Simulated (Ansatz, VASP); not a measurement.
# Two plane-wave programs on Ge

```
Ge
1.0
     6.36651    0.00000    0.00000
     0.00000    3.69855    0.00000
     0.00000    0.00000    7.36197
Ge
8
Direct
  0.40530 0.25004 0.09808
  0.90530 0.74996 0.40192
  0.59470 0.25004 0.40192
  0.09470 0.25004 0.59808
  0.09470 0.74996 0.09808
  0.90530 0.25004 0.90192
  0.40530 0.74996 0.59808
  0.59470 0.74996 0.90192
```

Alike in both runs: functional PBE; k mesh 4 × 6 × 4; occupations gaussian, width 0.1 eV; no spin polarisation.

Ansatz relaxed the structure, and its values are those at the end. VASP's run is a single point on that final structure, the one shown.

```csv
,VASP,Ansatz
version,VASP 6.6.1,Ansatz 0.2.0
potentials or method,"VASP PAW PBE potentials, release 64 (Ge_d), cutoff 520 eV","scalar-relativistic, plane waves, PAW"
valence electrons in the cell,112,112
```

Ansatz gave:

| Item | Value |
| --- | --- |
| gap on the k mesh at the Fermi level (eV) | none |
| pressure (GPa) | 0.1 |
| rms of the force components (eV/Å) | 0.008 |

Problem. What did VASP give for the same quantities?

Solution. gap on the k mesh at the Fermi level (eV): none; pressure (GPa): 0.1; rms of the force components (eV/Å): 0.007.

A gap of «none» marks a metal or a gap that the smearing closes.
